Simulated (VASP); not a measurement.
# Sn3O8 (a cell with a defect) in VASP: single point with PBE

Aim: the single point of Sn3O8 (a cell with a defect) with PBE.

Program: VASP 6.6.1. These are calculated values, not measurements. Logs are shortened: lines on timing, memory, paths and dates and some standing lists are left out, and cuts for length are marked.

### 1 The cell of the first run

The cell holds a defect, 11 atoms: a = 4.708 Å, b = 4.708 Å, c = 6.333 Å, α = 90.00°, β = 90.00°, γ = 90.00°.

### 2 Single point, PBE

Input file INCAR:

```
SYSTEM = Sn3O8
ALGO = Normal ; EDIFF = 1E-6
ENCUT = 520 ; GGA = PE
ISIF = 2 ; ISMEAR = -1
LASPH = .TRUE. ; LCHARG = .FALSE.
LREAL = .FALSE. ; LWAVE = .FALSE.
NBANDS = 56 ; NELM = 80
PREC = Accurate ; SIGMA = 0.05
```

Input file KPOINTS:

```
k-points
0
G
  3 3 2
  0 0 0
```

Input file POSCAR:

```
Sn3O8
1.0
    4.7083472500      0.0000000000      0.0000000000
    0.0000000000      4.7083472500      0.0000000000
    0.0000000000      0.0000000000      6.3331146200
Sn O
3 8
Direct
    0.0008170595     -0.0025316739      0.0079054309
    0.0020984009     -0.0035141843      0.5174149209
    0.5037387589      0.4993654621      0.2374632531
    0.3973935865      0.1978190967      0.0240354090
    0.1183606413      0.7338810875      0.2645894004
    0.6005018003      0.8050750717      0.0223212445
    0.8857326740      0.2612190509      0.2641517011
    0.4240812952      0.1312233290      0.4869048146
    0.0347816317      0.7195448467      0.7600157725
    0.5769553212      0.8684062120      0.4846356310
    0.9623542529      0.2727407160      0.7592960634
```

Potentials or basis: VASP PAW PBE potentials, release 64 (Sn_d, O).

Started as:

```console
> cat potpaw_PBE.64/Sn_d/POTCAR potpaw_PBE.64/O/POTCAR > POTCAR
> mpirun -np 1 vasp_std > vasp.out
```

OUTCAR:

```text
SYSTEM = Sn3O8
   EDIFF = 1E-6
   ENCUT = 520
   GGA = PE
   ISIF = 2
   ISMEAR = -1
   LASPH = .TRUE.
   LREAL = .FALSE.
   NELM = 80
   PREC = Accurate

 ion  position               nearest neighbor table
   1  0.001  0.997  0.008-  11 2.05   9 2.05   6 2.09   4 2.09   7 2.11   5 2.12   2 3.11   2 3.23
                             3 3.62   3 3.63   3 3.64   3 3.65
   2  0.002  0.996  0.517-  11 2.02   9 2.02   8 2.09   5 2.10  10 2.10   7 2.10  10 2.78   8 2.80
                             1 3.11   1 3.23
   3  0.504  0.499  0.237-   4 2.02   6 2.03   7 2.13   5 2.13  10 2.36   8 2.38   1 3.62   1 3.63
                             1 3.64   1 3.65
   4  0.397  0.198  0.024-   3 2.02   1 2.09
   5  0.118  0.734  0.265-   2 2.10   1 2.12   3 2.13
   6  0.601  0.805  0.022-   3 2.03   1 2.09
   7  0.886  0.261  0.264-   2 2.10   1 2.11   3 2.13
   8  0.424  0.131  0.487-  10 1.43   2 2.09   3 2.38   2 2.80
   9  0.035  0.720  0.760-   2 2.02   1 2.05
  10  0.577  0.868  0.485-   8 1.43   2 2.10   3 2.36   2 2.78
  11  0.962  0.273  0.759-   2 2.02   1 2.05

  LATTYP: Found a simple tetragonal cell.
 ALAT       =     4.7083472500
 C/A-ratio  =     1.3450823152

  Lattice vectors:

 A1 = (   4.7083472500,   0.0000000000,   0.0000000000)
 A2 = (   0.0000000000,   4.7083472500,   0.0000000000)
 A3 = (   0.0000000000,   0.0000000000,   6.3331146200)

Analysis of symmetry for initial positions (statically):
=====================================================================
 Subroutine PRICEL returns:
 Original cell was already a primitive cell.

 Routine SETGRP: Setting up the symmetry group for a
 simple tetragonal supercell.

 Subroutine GETGRP returns: Found  1 space group operations
 (whereof  1 operations were pure point group operations)
 out of a pool of 16 trial point group operations.

The static configuration has the point symmetry C_1 .

Analysis of symmetry for dynamics (positions and initial velocities):
=====================================================================
 Subroutine PRICEL returns:
 Original cell was already a primitive cell.

 Routine SETGRP: Setting up the symmetry group for a
 simple tetragonal supercell.

 Subroutine GETGRP returns: Found  1 space group operations
 (whereof  1 operations were pure point group operations)
 out of a pool of 16 trial point group operations.

The dynamic configuration has the point symmetry C_1 .

 Subroutine INISYM returns: Found  1 space group operations
 (whereof  1 operations are pure point group operations),
 and found     1 'primitive' translations

----------------------------------------------------------------------------------------

                                     Primitive cell

  volume of cell :     140.3959

  direct lattice vectors                    reciprocal lattice vectors
     4.708347250  0.000000000  0.000000000     0.212388753  0.000000000  0.000000000
     0.000000000  4.708347250  0.000000000     0.000000000  0.212388753  0.000000000
     0.000000000  0.000000000  6.333114620     0.000000000  0.000000000  0.157900190

  length of vectors
     4.708347250  4.708347250  6.333114620     0.212388753  0.212388753  0.157900190

  position of ions in fractional coordinates (direct lattice)
     0.000817060  0.997468326  0.007905431
     0.002098401  0.996485816  0.517414921
     0.503738759  0.499365462  0.237463253
     0.397393587  0.197819097  0.024035409
     0.118360641  0.733881088  0.264589400
     0.600501800  0.805075072  0.022321244
     0.885732674  0.261219051  0.264151701
     0.424081295  0.131223329  0.486904815
     0.034781632  0.719544847  0.760015772
     0.576955321  0.868406212  0.484635631
     0.962354253  0.272740716  0.759296063

  ion indices of the primitive-cell ions
   primitive index   ion index
                 1           1
                 2           2
                 3           3
                 4           4
                 5           5
                 6           6
                 7           7
                 8           8
                 9           9
                10          10
                11          11

----------------------------------------------------------------------------------------

 KPOINTS: k-points

Automatic generation of k-mesh.
 Grid dimensions read from file:
 generate k-points for:    3    3    2

 Generating k-lattice:

  Cartesian coordinates                     Fractional coordinates (reciprocal lattice)
     0.070796251  0.000000000  0.000000000     0.333333333  0.000000000  0.000000000
     0.000000000  0.070796251  0.000000000     0.000000000  0.333333333  0.000000000
     0.000000000  0.000000000  0.078950095     0.000000000  0.000000000  0.500000000

  Length of vectors
     0.070796251  0.070796251  0.078950095

  Shift w.r.t. Gamma in fractional coordinates (k-lattice)
     0.000000000  0.000000000  0.000000000

 Subroutine IBZKPT returns following result:
 ===========================================

 Found     10 irreducible k-points:

 Following reciprocal coordinates:
            Coordinates               Weight
  0.000000  0.000000  0.000000      1.000000
  0.333333  0.000000  0.000000      2.000000
  0.000000  0.333333  0.000000      2.000000
  0.333333  0.333333  0.000000      2.000000
 -0.333333  0.333333  0.000000      2.000000
  0.000000  0.000000  0.500000      1.000000
  0.333333  0.000000  0.500000      2.000000
  0.000000  0.333333  0.500000      2.000000
  0.333333  0.333333  0.500000      2.000000
 -0.333333  0.333333  0.500000      2.000000
   k-points           NKPTS =     10   k-points in BZ     NKDIM =     10   number of bands    NBANDS=     56
   number of dos      NEDOS =    301   number of ions     NIONS =     11
   total plane-waves  NPLWV =  62208
   dimension x,y,z NGX =    36 NGY =   36 NGZ =   48
   dimension x,y,z NGXF=    72 NGYF=   72 NGZF=   96
   ions per type =               3   8
   NGX,Y,Z   is equivalent  to a cutoff of  12.71, 12.71, 12.60 a.u.
   NGXF,Y,Z  is equivalent  to a cutoff of  25.42, 25.42, 25.20 a.u.
 SYSTEM =  Sn3O8
   PREC   = accura    normal or accurate (medium, high low for compatibility)
   ISTART =      0    job   : 0-new  1-cont  2-samecut
   ICHARG =      2    charge: 1-file 2-atom 10-const
   ISPIN  =      1    spin polarized calculation?
   LNONCOLLINEAR =      F non collinear calculations
   LSORBIT =      F    spin-orbit coupling
   LASPH  =      T    aspherical Exc in radial PAW
   ENCUT  =  520.0 eV  38.22 Ry    6.18 a.u.   8.75  8.75 11.78*2*pi/ulx,y,z
   NELM   =     80;   NELMIN=  2; NELMDL= -5     # of ELM steps
   EDIFF  = 0.1E-05   stopping-criterion for ELM
   LREAL  =      F    real-space projection
   EDIFFG = 0.1E-04   stopping-criterion for IOM
   NSW    =      0    number of steps for IOM
   IBRION =     -1    ionic relax: 0-MD 1-quasi-New 2-CG
   NFREE  =      0    steps in history (QN), initial steepest desc. (CG)
   ISIF   =      2    stress and relaxation
   ISYM   =      2    0-nonsym 1-usesym 2-fastsym
   POTIM  = 0.5000    time-step for ionic-motion
   TEBEG  =    0.0;   TEEND  =   0.0 temperature during run
   PSTRESS=    0.0 pullay stress
   NELECT =      90.0000    total number of electrons
   NUPDOWN=      -1.0000    fix difference up-down
   EMIN   =  10.00;   EMAX   =-10.00  energy-range for DOS
   EFERMI =   0.00;   METHOD = LEGACY
   ISMEAR =    -1;   SIGMA  =   0.05  broadening in eV -4-tet -1-fermi 0-gaus
   EFERMI_NEDOS =   21; number of points for ismear=-14 and -15
   IALGO  =     38    algorithm
   IMIX   =      4    mixing-type and parameters
     AMIX     =   0.40;   BMIX     =  1.00
     AMIX_MAG =   1.60;   BMIX_MAG =  1.00
  volume/ion in A,a.u.               =      12.76        86.13
  Fermi-wavevector in a.u.,A,eV,Ry     =   1.411576  2.667492 27.110240  1.992546
  Thomas-Fermi vector in A             =   2.533413
   LORBIT       =      0    0 simple, 1 ext, 2 COOP (PROOUT), +10 PAW based schemes
   GGA     = PE    functional components
   LHFCALC =     F    Hartree Fock is set to
   AEXX    =    0.0000 exact exchange contribution
   IVDW    =     0    specifies the selected vdW correction
   LEPSILON=     F    determine dielectric tensor
   LRPA    =     F    only Hartree local field effects (RPA)
 non-spin polarized calculation
  energy-cutoff  :      520.00
  volume of cell :      140.40
 maximum number of plane-waves:      3824
   NGX = 17   NGY = 17   NGZ = 23

 number of electron      89.9999987 magnetization

 Free energy of the ion-electron system (eV)
  ---------------------------------------------------
  ext. energy  EPLUGINS =         0.00000000
  ---------------------------------------------------
  free energy    TOTEN  =       -59.59852037 eV

  energy without entropy =      -59.54158197  energy(sigma->0) =      -59.57005117

 E-fermi :   4.4158     XC(G=0): -10.4661

 val. band max:        4.3994682326   @ k =   0.3333   0.3333   0.0000
 cond. band min:       4.4497380070   @ k =   0.3333   0.3333   0.5000
 fundamental gap:      0.0502697744
 Fermi energy:         4.4158163507

 k-point     1 :       0.0000    0.0000    0.0000
  band No.  band energies     occupation
      1     -18.1751      2.00000
      2     -16.8948      2.00000
      3     -16.8381      2.00000
      4     -16.6929      2.00000
      5     -16.4980      2.00000
      6     -16.4780      2.00000
[... 48 lines left out ...]
     55      13.4737      0.00000
     56      14.5094      0.00000

 k-point     2 :       0.3333    0.0000    0.0000
  band No.  band energies     occupation
      1     -17.9051      2.00000
      2     -16.9171      2.00000
      3     -16.8703      2.00000
      4     -16.5996      2.00000
      5     -16.5238      2.00000
      6     -16.4799      2.00000
[... 465 lines left out ...]
  band No.  band energies     occupation
      1     -17.9202      2.00000
      2     -16.8648      2.00000
      3     -16.8193      2.00000
      4     -16.4991      2.00000
      5     -16.4961      2.00000
      6     -16.4608      2.00000
[... 48 lines left out ...]
     55      13.3344      0.00000
     56      13.9776      0.00000

------------------------ aborting loop because EDIFF is reached ----------------------------------------

  FORCE on cell =-STRESS in cart. coord.  units (eV):
  Direction    XX          YY          ZZ          XY          YZ          ZX
  --------------------------------------------------------------------------------------
  -------------------------------------------------------------------------------------
  Total        8.0285292      1.1407969      5.8256654      4.2713415      0.2308483     -0.0459727
  in kB       91.6204154     13.0186093     66.4816519     48.7439314      2.6344075     -0.5246340
  external PRESSURE =      57.0402255 kB  Pullay stress =       0.0000000 kB

 VOLUME and BASIS-vectors are now :
 -----------------------------------------------------------------------------
  energy-cutoff  :      520.00
  volume of cell :      140.40
      direct lattice vectors                 reciprocal lattice vectors
     4.708347250  0.000000000  0.000000000     0.212388753  0.000000000  0.000000000
     0.000000000  4.708347250  0.000000000     0.000000000  0.212388753  0.000000000
     0.000000000  0.000000000  6.333114620     0.000000000  0.000000000  0.157900190

 POSITION                                       TOTAL-FORCE (eV/Angst)
 -----------------------------------------------------------------------------------
      0.00385      4.69643      0.05007         0.035531      0.025438      0.166305
      0.00988      4.69180      3.27685        -0.071238      0.029269     -0.191786
      2.37178      2.35119      1.50388        -0.040897      0.022788      0.261826
      1.87107      0.93140      0.15222        -0.094947      0.096727     -0.171539
      0.55728      3.45537      1.67567         0.005484     -0.007561     -0.037841
      2.82737      3.79057      0.14136         0.122396     -0.220551     -0.085113
      4.17034      1.22991      1.67290        -0.115853      0.049623      0.011846
      1.99672      0.61785      3.08362        -0.345216      0.859145      0.000615
      0.16376      3.38787      4.81327         0.236660      0.057270     -0.027247
      2.71651      4.08876      3.06925         0.471622     -0.879151      0.087229
      4.53110      1.28416      4.80871        -0.203543     -0.032997     -0.014296
 -----------------------------------------------------------------------------------
    total drift:                                0.001125     -0.000837     -0.000512

  FREE ENERGIE OF THE ION-ELECTRON SYSTEM (eV)
  ---------------------------------------------------
  free  energy   TOTEN  =       -59.5985203667 eV

  energy  without entropy=      -59.5415819701  energy(sigma->0) =      -59.57005117
```

Wall time 62 s (1 thread of Intel Xeon 6975P-C (Granite Rapids), shared host); peak memory 0.25 GiB.

Results:

```
Free energy            : -59.5985 eV
Pressure               : 5.7 GPa
Largest force          : 1.001 eV/Å
Band gap on the k mesh : zero (band 45 reaches 4.64 eV, above the bottom of band 46 at 4.35 eV)
```

Forces in eV/Å, atoms in the order of the input:
```
Sn   0.036  0.025  0.166
Sn  -0.071  0.029 -0.192
Sn  -0.041  0.023  0.262
O   -0.095  0.097 -0.172
O    0.005 -0.008 -0.038
O    0.122 -0.221 -0.085
O   -0.116  0.050  0.012
O   -0.345  0.859  0.001
O    0.237  0.057 -0.027
O    0.472 -0.879  0.087
O   -0.204 -0.033 -0.014
```

Caveat: the k points lie up to 0.50 Å⁻¹ apart; spin-orbit coupling is left out, which moves the levels of the heavy elements.
